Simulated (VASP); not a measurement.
ZnS (CsCl type): relaxation of cell and atoms with PBE

Crystal: ZnS (CsCl type).

```
CELL_PARAMETERS angstrom
3.19489 0.00000 0.00000
0.00000 3.19489 0.00000
0.00000 0.00000 3.19489
ATOMIC_POSITIONS crystal
Zn 0.00000 0.00000 0.00000
S 0.50000 0.50000 0.50000
```

* Program: VASP 6.6.1
* Task: relaxation of cell and atoms
* Functional: PBE
* Potentials or basis: VASP PAW PBE potentials, release 64 (Zn, S)
* Cutoff: 500 eV
* k mesh: 14 × 14 × 14
* Occupations: fermi-dirac, width 0.05 eV
* Spin: no spin polarisation
* Target pressure: 0.016 GPa
* Dipole correction: no
* Further INCAR settings: ALGO = Normal; EDIFF = 1e-07; IBRION = 2; EDIFFG = -0.005; NSW = 32; ISIF = 3

* Pressure after relaxing: 0.1 GPa
* Band gap on the k mesh: zero (bands 9 and 10 overlap by 1.34 eV)

Final structure:
```
Zn S
1.0
     3.19489    0.00000    0.00000
     0.00000    3.19489    0.00000
     0.00000    0.00000    3.19489
Zn S
1 1
Direct
  0.00000 0.00000 0.00000
  0.50000 0.50000 0.50000
```

Levels at points of the mesh, in eV from the Fermi level:
| k point | band 6 | band 7 | band 8 | band 9 | band 10 | band 11 | band 12 | band 13 |
| --- | --- | --- | --- | --- | --- | --- | --- | --- |
| (0.00, 0.00, 0.00) | -6.67 | -1.25 | -1.25 | -1.25 | -0.56 | 6.19 | 6.19 | 12.14 |
| (0.50, 0.00, 0.00) | -6.65 | -6.09 | 0.11 | 0.11 | 3.85 | 4.79 | 7.21 | 7.21 |
| (0.50, 0.50, 0.00) | -6.47 | -5.18 | -5.18 | -1.69 | 0.42 | 8.39 | 8.39 | 9.13 |
| (0.50, 0.50, 0.50) | -6.53 | -2.58 | -2.58 | -2.58 | 1.34 | 1.34 | 1.34 | 2.25 |

Wall time 9.8 s on 1 thread of Intel(R) Xeon(R) 6975P-C (Granite Rapids), with other jobs on the host, peak memory 0.17 GiB.

Caveat: the relaxation stopped at its first step, so nothing moved; the cell is relaxed towards a set pressure, so the run minimises the enthalpy, not the energy.
